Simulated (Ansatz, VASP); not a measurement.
AlNi in VASP and in Ansatz

```
Ni Al
1.0
     2.88100    0.00000    0.00000
     0.00000    2.88100    0.00000
     0.00000    0.00000    2.88100
Ni Al
1 1
Direct
  0.50000 0.50000 0.50000
  0.00000 0.00000 0.00000
```

Alike in both runs: task relaxation of cell and atoms; functional revPBE; dispersion D4; k mesh 9 × 9 × 9; occupations fermi-dirac, width 0.05 eV; collinear spin.

```csv
,VASP,Ansatz
version,VASP 6.6.1,Ansatz 0.2.0
potentials or method,"VASP PAW PBE potentials, release 64 (Ni, Al)",Ansatz PAW
plane-wave cutoff (eV),600,420
valence electrons in the cell,13,21
```

```csv
,VASP,Ansatz,Ansatz less VASP
net moment per atom (μB),0.00,0.00,0.000
relaxed volume (Å³/atom),11.59,11.60,+0.011
relaxed cell length with the largest relative difference (Å),2.852,2.852,+0.0009
```

VASP's potentials were made for PBE, not for revPBE. VASP's potentials hold 13 valence electrons a cell and Ansatz's 21, so a difference there can come from the potentials and not from the codes.

Noted on Ansatz's run: the plane-wave basis is chosen anew once the cell has moved, so the energies of steps on either side of that aren't comparable.
